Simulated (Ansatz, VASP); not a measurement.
One calculation of W, two programs

```
CELL_PARAMETERS angstrom
-1.57704 1.57704 1.57704
1.57704 -1.57704 1.57704
1.57704 1.57704 -1.57704
ATOMIC_POSITIONS crystal
W 0.00000 0.00000 0.00000
```

Alike in both runs: functional PBEsol; k mesh 48 × 48 × 48; occupations gaussian, width 0.1 eV; no spin polarisation.

Ansatz relaxed the structure, and its values are those at the end. VASP's run is a single point on that final structure, the one shown.

|  | VASP | Ansatz |
| --- | --- | --- |
| version | VASP 6.6.1 | Ansatz 0.2.0 |
| potentials or method | VASP PAW PBE potentials, release 64 (W_sv) | scalar-relativistic, plane waves, PAW |
| plane-wave cutoff (eV) | 520 | 420 |
| valence electrons in the cell | 14 | 14 |

Ansatz gave:

* gap on the k mesh at the Fermi level (eV): none
* pressure (GPa): 0.0

Question: Estimate VASP's values.

Answer: gap on the k mesh at the Fermi level (eV): none; pressure (GPa): 0.6.

VASP's potentials were made for PBE, not for PBEsol. A gap of «none» marks a metal or a gap that the smearing closes.

Neither program's run includes spin-orbit coupling.
